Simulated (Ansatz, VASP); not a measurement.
Rh2Au in VASP and in Ansatz

```
Au Rh
1.0
     3.79351   -0.07198    0.09718
    -1.95909    3.14667   -0.02361
     0.15869    0.04710    5.98258
Au Rh
1 2
Direct
  0.63518 0.28088 0.84427
  0.99438 0.98084 0.09461
  0.31609 0.67215 0.59990
```

Alike in both runs: task single point; functional PBE; k mesh 3 × 3 × 1; occupations fermi-dirac, width 0.15 eV; no spin polarisation.

|  | VASP | Ansatz |
| --- | --- | --- |
| version | VASP 6.6.1 | Ansatz 0.2.0 development build |
| potentials or method | VASP PAW PBE potentials, release 64 (Au, Rh_pv) | plane waves, PAW datasets (generated hard set |
| plane-wave cutoff (eV) | 520 | 700 |
| valence electrons in the cell | 41 | 67 |

Ansatz gave:

```
rms of the force components (eV/Å) : 1.058
```

Task: Which values does VASP return?

Result: rms of the force components (eV/Å): 1.061.

Atom by atom the forces differ by 0.005 eV/Å (rms over components). The functional is the same, so the differences come from potentials, cutoffs and numerics. VASP's potentials hold 41 valence electrons a cell and Ansatz's 67, so a difference there can come from the potentials and not from the codes. Ansatz's warnings: stress scf threshold loose.

The k mesh is coarse, so the values compare programs but aren't converged. Spin-orbit coupling is off throughout.
